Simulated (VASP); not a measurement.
# SrTiO3 (Pm-3m) in VASP: further runs

Runs on SrTiO3. Level: LDA. Tasks: single point, relaxation of cell and atoms.

Everything below comes from runs of VASP 6.6.1. Logs are shortened: lines on timing, memory, paths and dates and some standing lists are left out, and cuts for length are marked.

## 1. The cell of the first run

Symmetry: Pm-3m, No. 221, cubic system. Conventional cell: a = 3.855 Å, b = 3.855 Å, c = 3.855 Å, α = 90.00°, β = 90.00°, γ = 90.00°. Within 3.6 Å of Sr (site symmetry m-3m) lie 12 O at 2.73 Å and 8 Ti at 3.34 Å. Within 2.6 Å of Ti (site symmetry m-3m) lie 6 O at 1.93 Å. Within 2.6 Å of O (site symmetry 4/mmm) lie 2 Ti at 1.93 Å.

## 2. Single point, LDA

File INCAR:

```
SYSTEM = SrTiO3
  PREC = Accurate
  ENCUT = 520
  EDIFF = 1E-6
  ISMEAR = 0
  SIGMA = 0.1
  LREAL = .False.
  LASPH = .True.
  NELM = 100
  ALGO = Normal
  ISIF = 2
  LWAVE = .False.
  LCHARG = .False.
  NBANDS = 28
```

File KPOINTS:

```
regular mesh
0
Gamma
  6 6 6
  0 0 0
```

File POSCAR:

```
SrTiO3
1.0
    3.8545763383      0.0000000000      0.0000000000
    0.0000000000      3.8545763383      0.0000000000
    0.0000000000      0.0000000000      3.8545763383
Sr Ti O
1 1 3
Direct
    0.0000000000      0.0000000000      0.0000000000
    0.5000000000      0.5000000000      0.5000000000
    0.5000000000      0.0000000000      0.5000000000
    0.5000000000      0.5000000000      0.0000000000
    0.0000000000      0.5000000000      0.5000000000
```

Potentials or basis: VASP PAW LDA potentials, release 64 (Sr_sv, Ti_sv, O).

The run is started by

```console
$ cat potpaw_LDA.64/Sr_sv/POTCAR potpaw_LDA.64/Ti_sv/POTCAR potpaw_LDA.64/O/POTCAR > POTCAR
$ mpirun -np 1 vasp_std > vasp.out
```

OUTCAR:

```text
SYSTEM = SrTiO3
   PREC = Accurate
   ENCUT = 520
   EDIFF = 1E-6
   ISMEAR = 0
   LREAL = .False.
   LASPH = .True.
   NELM = 100
   ISIF = 2

 ion  position               nearest neighbor table
   1  0.000  0.000  0.000-   3 2.73   4 2.73   5 2.73   3 2.73   5 2.73   4 2.73   5 2.73   5 2.73
                             3 2.73   4 2.73   3 2.73   4 2.73   2 3.34   2 3.34   2 3.34   2 3.34
   2  0.500  0.500  0.500-   3 1.93   4 1.93   5 1.93   4 1.93   3 1.93   5 1.93   1 3.34   1 3.34
                             1 3.34   1 3.34   1 3.34   1 3.34   1 3.34   1 3.34
   3  0.500  0.000  0.500-   2 1.93   2 1.93   1 2.73   1 2.73   1 2.73   1 2.73
   4  0.500  0.500  0.000-   2 1.93   2 1.93   1 2.73   1 2.73   1 2.73   1 2.73
   5  0.000  0.500  0.500-   2 1.93   2 1.93   1 2.73   1 2.73   1 2.73   1 2.73

  LATTYP: Found a simple cubic cell.
 ALAT       =     3.8545763383

  Lattice vectors:

 A1 = (   3.8545763383,   0.0000000000,   0.0000000000)
 A2 = (   0.0000000000,   3.8545763383,   0.0000000000)
 A3 = (   0.0000000000,   0.0000000000,   3.8545763383)

Analysis of symmetry for initial positions (statically):
=====================================================================
 Subroutine PRICEL returns:
 Original cell was already a primitive cell.

 Routine SETGRP: Setting up the symmetry group for a
 simple cubic supercell.

 Subroutine GETGRP returns: Found 48 space group operations
 (whereof 48 operations were pure point group operations)
 out of a pool of 48 trial point group operations.

The static configuration has the point symmetry O_h .

Analysis of symmetry for dynamics (positions and initial velocities):
=====================================================================
 Subroutine PRICEL returns:
 Original cell was already a primitive cell.

 Routine SETGRP: Setting up the symmetry group for a
 simple cubic supercell.

 Subroutine GETGRP returns: Found 48 space group operations
 (whereof 48 operations were pure point group operations)
 out of a pool of 48 trial point group operations.

The dynamic configuration has the point symmetry O_h .

 Subroutine INISYM returns: Found 48 space group operations
 (whereof 48 operations are pure point group operations),
 and found     1 'primitive' translations

----------------------------------------------------------------------------------------

                                     Primitive cell
[... 92 lines left out ...]
   EDIFF  = 0.1E-05   stopping-criterion for ELM
   LREAL  =      F    real-space projection
   EDIFFG = 0.1E-04   stopping-criterion for IOM
   NSW    =      0    number of steps for IOM
   IBRION =     -1    ionic relax: 0-MD 1-quasi-New 2-CG
   NFREE  =      0    steps in history (QN), initial steepest desc. (CG)
   ISIF   =      2    stress and relaxation
   ISYM   =      2    0-nonsym 1-usesym 2-fastsym
   POTIM  = 0.5000    time-step for ionic-motion
   TEBEG  =    0.0;   TEEND  =   0.0 temperature during run
   PSTRESS=    0.0 pullay stress
   NELECT =      40.0000    total number of electrons
   NUPDOWN=      -1.0000    fix difference up-down
   EMIN   =  10.00;   EMAX   =-10.00  energy-range for DOS
   EFERMI =   0.00;   METHOD = LEGACY
   ISMEAR =     0;   SIGMA  =   0.10  broadening in eV -4-tet -1-fermi 0-gaus
   EFERMI_NEDOS =   21; number of points for ismear=-14 and -15
   IALGO  =     38    algorithm
   IMIX   =      4    mixing-type and parameters
     AMIX     =   0.40;   BMIX     =  1.00
     AMIX_MAG =   1.60;   BMIX_MAG =  1.00
  volume/ion in A,a.u.               =      11.45        77.30
  Fermi-wavevector in a.u.,A,eV,Ry     =   1.452507  2.744840 28.705246  2.109776
  Thomas-Fermi vector in A             =   2.569881
   LORBIT       =      0    0 simple, 1 ext, 2 COOP (PROOUT), +10 PAW based schemes
   GGA     = CA    functional components
   LHFCALC =     F    Hartree Fock is set to
   AEXX    =    0.0000 exact exchange contribution
   IVDW    =     0    specifies the selected vdW correction
   LEPSILON=     F    determine dielectric tensor
   LRPA    =     F    only Hartree local field effects (RPA)
 non-spin polarized calculation
 Gauss-broadening in eV      SIGMA  =   0.10
  energy-cutoff  :      520.00
  volume of cell :       57.27
 maximum number of plane-waves:      1568
 NGX is ok and might be reduce to    30
   NGX = 15   NGY = 15   NGZ = 15

 number of electron      40.0000029 magnetization

 Free energy of the ion-electron system (eV)
  ---------------------------------------------------
  ext. energy  EPLUGINS =         0.00000000
  ---------------------------------------------------
  free energy    TOTEN  =       -44.17555253 eV

  energy without entropy =      -44.17555253  energy(sigma->0) =      -44.17555253

 E-fermi :   4.7956     XC(G=0): -11.9995

 val. band max:        4.2083595663   @ k =   0.5000   0.5000   0.5000
 cond. band min:       6.0226222869   @ k =   0.0000   0.0000   0.0000
 fundamental gap:      1.8142627206
 Fermi energy:         4.7956386435

 k-point     1 :       0.0000    0.0000    0.0000
  band No.  band energies     occupation
      1     -51.3620      2.00000
      2     -28.1735      2.00000
      3     -28.0424      2.00000
      4     -28.0424      2.00000
      5     -28.0424      2.00000
      6     -13.0657      2.00000
[... 609 lines left out ...]
     27      13.0601      0.00000
     28      13.0601      0.00000

------------------------ aborting loop because EDIFF is reached ----------------------------------------

  FORCE on cell =-STRESS in cart. coord.  units (eV):
  Direction    XX          YY          ZZ          XY          YZ          ZX
  --------------------------------------------------------------------------------------
  -------------------------------------------------------------------------------------
  Total        0.3758367      0.3758367      0.3758367      0.0000000      0.0000000     -0.0000000
  in kB       10.5142877     10.5142877     10.5142877      0.0000000      0.0000000     -0.0000000
  external PRESSURE =      10.5142877 kB  Pullay stress =       0.0000000 kB

 VOLUME and BASIS-vectors are now :
 -----------------------------------------------------------------------------
  energy-cutoff  :      520.00
  volume of cell :       57.27
      direct lattice vectors                 reciprocal lattice vectors
     3.854576338  0.000000000  0.000000000     0.259431884  0.000000000  0.000000000
     0.000000000  3.854576338  0.000000000     0.000000000  0.259431884  0.000000000
     0.000000000  0.000000000  3.854576338     0.000000000  0.000000000  0.259431884

 POSITION                                       TOTAL-FORCE (eV/Angst)
 -----------------------------------------------------------------------------------
      0.00000      0.00000      0.00000         0.000000      0.000000      0.000000
      1.92729      1.92729      1.92729         0.000000      0.000000      0.000000
      1.92729      0.00000      1.92729         0.000000      0.000000      0.000000
      1.92729      1.92729      0.00000         0.000000      0.000000      0.000000
      0.00000      1.92729      1.92729         0.000000      0.000000      0.000000
 -----------------------------------------------------------------------------------
    total drift:                                0.000000      0.000000     -0.000000

  FREE ENERGIE OF THE ION-ELECTRON SYSTEM (eV)
  ---------------------------------------------------
  free  energy   TOTEN  =       -44.1755525332 eV

  energy  without entropy=      -44.1755525332  energy(sigma->0) =      -44.17555253
```

OSZICAR:

```text
N       E                     dE             d eps       ncg     rms          rms(c)
DAV:   1     0.429370340083E+03    0.42937E+03   -0.21628E+04  1120   0.161E+03
DAV:   2    -0.107713389414E+02   -0.44014E+03   -0.42221E+03  1252   0.445E+02
DAV:   3    -0.520536034623E+02   -0.41282E+02   -0.40751E+02  1556   0.132E+02
DAV:   4    -0.540151489936E+02   -0.19615E+01   -0.19574E+01  1664   0.245E+01
DAV:   5    -0.540593780315E+02   -0.44229E-01   -0.44221E-01  1516   0.308E+00    0.282E+01
DAV:   6    -0.443316769398E+02    0.97277E+01   -0.50547E+01  1584   0.650E+01    0.170E+01
DAV:   7    -0.442893670059E+02    0.42310E-01   -0.74057E+00  1452   0.208E+01    0.119E+01
DAV:   8    -0.442754128746E+02    0.13954E-01   -0.16081E+00  1320   0.133E+01    0.295E+00
DAV:   9    -0.441829394913E+02    0.92473E-01   -0.38244E-01  1344   0.648E+00    0.987E-01
DAV:  10    -0.441821060565E+02    0.83343E-03   -0.95707E-02  1516   0.210E+00    0.749E-01
DAV:  11    -0.441755505415E+02    0.65555E-02   -0.29503E-02  1612   0.158E+00    0.112E-01
DAV:  12    -0.441755738656E+02   -0.23324E-04   -0.17832E-03  1360   0.502E-01    0.885E-02
DAV:  13    -0.441755721598E+02    0.17059E-05   -0.52076E-04  1604   0.196E-01    0.471E-02
DAV:  14    -0.441755576091E+02    0.14551E-04   -0.44191E-05  1436   0.559E-02    0.227E-02
DAV:  15    -0.441755527522E+02    0.48569E-05   -0.24494E-05  1564   0.356E-02    0.106E-02
DAV:  16    -0.441755525332E+02    0.21898E-06   -0.38556E-06  1204   0.215E-02
   1 F= -.44175553E+02 E0= -.44175553E+02  d E =-.893304E-18
```

Wall time 28 s (1 thread of Intel Xeon Platinum 8488C (Sapphire Rapids), shared host); peak memory 0.16 GiB.

What came out:

| Quantity | Value |
| --- | --- |
| Free energy | -44.1756 eV |
| Pressure | 1.1 GPa |
| Band gap on the k mesh | 1.81 eV (least direct gap 2.15 eV) |

Levels at points of the mesh, in eV from the valence-band top:
| k point | band 16 | band 17 | band 18 | band 19 | band 20 | band 21 | band 22 | band 23 | band 24 | band 25 |
| --- | --- | --- | --- | --- | --- | --- | --- | --- | --- | --- |
| (0.00, 0.00, 0.00) | -1.26 | -1.26 | -0.33 | -0.33 | -0.33 | 1.81 | 1.81 | 1.81 | 4.60 | 4.60 |
| (0.50, 0.00, 0.00) | -2.50 | -2.50 | -2.17 | -0.73 | -0.73 | 2.01 | 3.94 | 3.94 | 4.65 | 6.96 |
| (0.50, 0.50, 0.00) | -3.08 | -1.71 | -1.62 | -1.62 | -0.10 | 3.95 | 3.95 | 4.41 | 5.67 | 8.01 |
| (0.50, 0.50, 0.50) | -3.89 | -3.89 | 0.00 | 0.00 | 0.00 | 4.68 | 4.68 | 4.68 | 7.00 | 7.00 |

## 3. Single point, LDA

This run uses another cell than the first one, of 11.98 Å³/atom.

File INCAR:

```
ALGO = Normal ; EDIFF = 1E-6
ENCUT = 520 ; ISIF = 2
ISMEAR = 0 ; LASPH = True
LCHARG = False ; LREAL = False
LWAVE = False ; NBANDS = 28
NELM = 80 ; PREC = Accurate
SIGMA = 0.1
```

File KPOINTS:

```
k-points
0
Gamma
  6 6 6
```

POSCAR: that of step 2 with these lines changed.

```diff
@@ -2,5 +2,5 @@
 1.0
-    3.8545763383      0.0000000000      0.0000000000
-    0.0000000000      3.8545763383      0.0000000000
-    0.0000000000      0.0000000000      3.8545763383
+    3.9127013100      0.0000000000      0.0000000000
+    0.0000000000      3.9127013100      0.0000000000
+    0.0000000000      0.0000000000      3.9127013100
 Sr Ti O
```

Potentials or basis: VASP PAW LDA potentials, release 64 (Sr_sv, Ti_sv, O).

The run is started by

```console
$ cat potpaw_LDA.64/Sr_sv/POTCAR potpaw_LDA.64/Ti_sv/POTCAR potpaw_LDA.64/O/POTCAR > POTCAR
$ mpirun -np 1 vasp_std > vasp.out
```

Wall time 32 s (1 thread of Intel Xeon Platinum 8488C (Sapphire Rapids), shared host); peak memory 0.16 GiB.

The run converged. Its results:

```
Free energy            : -44.1247 eV
Pressure               : -7.3 GPa
Band gap on the k mesh : 1.74 eV (least direct gap 2.10 eV)
```

Levels at points of the mesh, in eV from the valence-band top:
```csv
k point,band 17,band 18,band 19,band 20,band 21,band 22,band 23,band 24
"(0.00, 0.00, 0.00)",-1.18,-0.36,-0.36,-0.36,1.74,1.74,1.74,4.29
"(0.50, 0.00, 0.00)",-2.39,-2.03,-0.74,-0.74,1.91,3.71,3.71,4.31
"(0.50, 0.50, 0.00)",-1.74,-1.58,-1.58,-0.10,3.72,3.72,4.16,5.27
"(0.50, 0.50, 0.50)",-3.77,0.00,0.00,0.00,4.39,4.39,4.39,6.82
```

Caveat: the cell stands under tension.

## 4. Single point, LDA

File INCAR:

```
PREC = Accurate
ENCUT = 520
EDIFF = 1E-6
ISMEAR = 0
SIGMA = 0.02
LREAL = F
LASPH = T
NELM = 80
ALGO = Normal
ISIF = 2
LWAVE = F
LCHARG = F
NBANDS = 28
```

File KPOINTS:

```
Automatic mesh
0
Gamma
  10 10 10
```

POSCAR: that of step 3 with these lines changed.

```diff
@@ -2,5 +2,5 @@
 1.0
-    3.9127013100      0.0000000000      0.0000000000
-    0.0000000000      3.9127013100      0.0000000000
-    0.0000000000      0.0000000000      3.9127013100
+    3.8547583473      0.0000000000      0.0000000000
+    0.0000000000      3.8547583473      0.0000000000
+    0.0000000000      0.0000000000      3.8547583473
 Sr Ti O
```

Potentials or basis: VASP PAW LDA potentials, release 64 (Sr_sv, Ti_sv, O).

The run is started by

```console
$ cat potpaw_LDA.64/Sr_sv/POTCAR potpaw_LDA.64/Ti_sv/POTCAR potpaw_LDA.64/O/POTCAR > POTCAR
$ mpirun -np 1 vasp_std > vasp.out
```

OUTCAR:

```text
PREC = Accurate
   ENCUT = 520
   EDIFF = 1E-6
   ISMEAR = 0
   LREAL = F
   LASPH = T
   NELM = 80
   ISIF = 2

 ion  position               nearest neighbor table
   1  0.000  0.000  0.000-   3 2.73   4 2.73   5 2.73   3 2.73   5 2.73   4 2.73   5 2.73   5 2.73
                             3 2.73   4 2.73   3 2.73   4 2.73   2 3.34   2 3.34   2 3.34   2 3.34
   2  0.500  0.500  0.500-   3 1.93   4 1.93   5 1.93   4 1.93   3 1.93   5 1.93   1 3.34   1 3.34
[... 953 lines left out ...]
  -------------------------------------------------------------------------------------
  Total        0.3626111      0.3626111      0.3626111     -0.0000000      0.0000000      0.0000000
  in kB       10.1428548     10.1428548     10.1428548     -0.0000000      0.0000000      0.0000000
  external PRESSURE =      10.1428548 kB  Pullay stress =       0.0000000 kB

 VOLUME and BASIS-vectors are now :
 -----------------------------------------------------------------------------
  energy-cutoff  :      520.00
  volume of cell :       57.28
      direct lattice vectors                 reciprocal lattice vectors
     3.854758347  0.000000000  0.000000000     0.259419634  0.000000000  0.000000000
     0.000000000  3.854758347  0.000000000     0.000000000  0.259419634  0.000000000
     0.000000000  0.000000000  3.854758347     0.000000000  0.000000000  0.259419634

 POSITION                                       TOTAL-FORCE (eV/Angst)
 -----------------------------------------------------------------------------------
      0.00000      0.00000      0.00000         0.000000      0.000000      0.000000
      1.92738      1.92738      1.92738         0.000000      0.000000      0.000000
      1.92738      0.00000      1.92738         0.000000      0.000000      0.000000
      1.92738      1.92738      0.00000         0.000000      0.000000      0.000000
      0.00000      1.92738      1.92738         0.000000      0.000000      0.000000
 -----------------------------------------------------------------------------------
    total drift:                                0.000000      0.000000     -0.000000

  FREE ENERGIE OF THE ION-ELECTRON SYSTEM (eV)
  ---------------------------------------------------
  free  energy   TOTEN  =       -44.1764446831 eV

  energy  without entropy=      -44.1764446831  energy(sigma->0) =      -44.17644468
```

Run time: 73 s. Hardware: 1 thread of Intel Xeon Platinum 8488C (Sapphire Rapids), shared host; peak memory 0.21 GiB.

Results:

```
Free energy            : -44.1764 eV
Pressure               : 1.0 GPa
Band gap on the k mesh : 1.82 eV (least direct gap 2.15 eV)
```

## 5. Relaxation of cell and atoms, LDA

File INCAR:

```
SYSTEM = SrTiO3
PREC     = Accurate       ! precision mode
ENCUT    = 600            ! plane-wave cutoff, eV
EDIFF    = 1E-6           ! SCF threshold, eV
ISMEAR   = 0              ! smearing method
SIGMA    = 0.02           ! smearing width, eV
LREAL    = .FALSE.        ! projectors in reciprocal space
LASPH    = .TRUE.         ! aspherical terms in the spheres
NELM     = 80             ! most SCF steps
ALGO     = Normal         ! electronic algorithm
ISIF     = 3              ! what is computed and relaxed
LWAVE    = .FALSE.        ! write WAVECAR
LCHARG   = .FALSE.        ! write CHGCAR
IBRION   = 2              ! ionic algorithm
NSW      = 100            ! ionic steps
EDIFFG   = -0.002         ! ionic threshold
```

File KPOINTS:

```
Automatic mesh
0
G
  10 10 10
  0 0 0
```

POSCAR: that of step 4 with these lines changed.

```diff
@@ -2,5 +2,5 @@
 1.0
-    3.8547583473      0.0000000000      0.0000000000
-    0.0000000000      3.8547583473      0.0000000000
-    0.0000000000      0.0000000000      3.8547583473
+    3.8545763383      0.0000000000      0.0000000000
+    0.0000000000      3.8545763383      0.0000000000
+    0.0000000000      0.0000000000      3.8545763383
 Sr Ti O
```

The run is started by

```console
$ cat potpaw_LDA.64/Sr_sv/POTCAR potpaw_LDA.64/Ti_sv/POTCAR potpaw_LDA.64/O/POTCAR > POTCAR
$ mpirun -np 1 vasp_std > vasp.out
```

Wall time 2.1 min (1 thread of Intel Xeon Platinum 8488C (Sapphire Rapids), shared host); peak memory 0.23 GiB.

Results (log left out):

* Free energy: -44.1842 eV
* Relaxed volume: 11.50 Å³/atom
* Relaxed cell: a = 3.860 Å, b = 3.860 Å, c = 3.860 Å, α = 90.00°, β = 90.00°, γ = 90.00°
* Space group after relaxing (to 0.1 Å): Pm-3m (No. 221)
* Energy gained by relaxing: 0.1 meV/atom
* Ionic steps: 3
* Pressure after relaxing: 0.0 GPa
* Band gap on the k mesh: 1.81 eV (least direct gap 2.15 eV)

The path:
```
step  energy change (eV)  largest force (eV/Å)  pressure (GPa)  volume (Å³)
   1              0.0000                0.0000            0.79        57.27
   2              0.0000                0.0000           -0.80        57.74
   3             -0.0006                0.0000           -0.02        57.51
```

Final structure:
```yaml
crystal:
  lattice:
    - [3.85997, 0.00000, 0.00000]
    - [0.00000, 3.85997, 0.00000]
    - [0.00000, 0.00000, 3.85997]
  atoms:
    - { symbol: Sr, position: [0.00000, 0.00000, 0.00000] }
    - { symbol: Ti, position: [0.50000, 0.50000, 0.50000] }
    - { symbol: O, position: [0.50000, 0.00000, 0.50000] }
    - { symbol: O, position: [0.50000, 0.50000, 0.00000] }
    - { symbol: O, position: [0.00000, 0.50000, 0.50000] }
```

Levels at points of the mesh, in eV from the valence-band top:
```tsv
k point	band 18	band 19	band 20	band 21	band 22	band 23
(0.00, 0.00, 0.00)	-0.34	-0.34	-0.34	1.81	1.81	1.81
(0.50, 0.00, 0.00)	-2.16	-0.73	-0.73	2.01	3.92	3.92
(0.50, 0.50, 0.00)	-1.62	-1.62	-0.10	3.93	3.93	4.39
(0.50, 0.50, 0.50)	0.00	0.00	0.00	4.65	4.65	4.65
```

A k mesh can miss the band edges.

## 6. Overview

| task | cell | k mesh | cutoff (eV) | smearing | gap on the mesh (eV) | pressure (GPa) |
| --- | --- | --- | --- | --- | --- | --- |
| single point | a = 3.855 Å, 5 atoms | 6 × 6 × 6 | 520 | gaussian 0.1 eV | 1.81 | 1.1 |
| single point | a = 3.913 Å, 5 atoms | 6 × 6 × 6 | 520 | gaussian 0.1 eV | 1.74 | -7.3 |
| single point | a = 3.855 Å, 5 atoms | 10 × 10 × 10 | 520 | gaussian 0.02 eV | 1.82 | 1.0 |
| relaxation of cell and atoms | relaxed from a = 3.855 Å, 5 atoms | 10 × 10 × 10 | 600 | gaussian 0.02 eV | 1.81 | 0.0 |

Alike in all rows: level LDA; potentials or basis VASP PAW LDA potentials, release 64 (Sr_sv, Ti_sv, O); no spin polarisation.

Caveats: the cell stands under tension (at least some runs).

Total energies depend on the potentials used, so only differences within one code and one set of settings carry meaning.
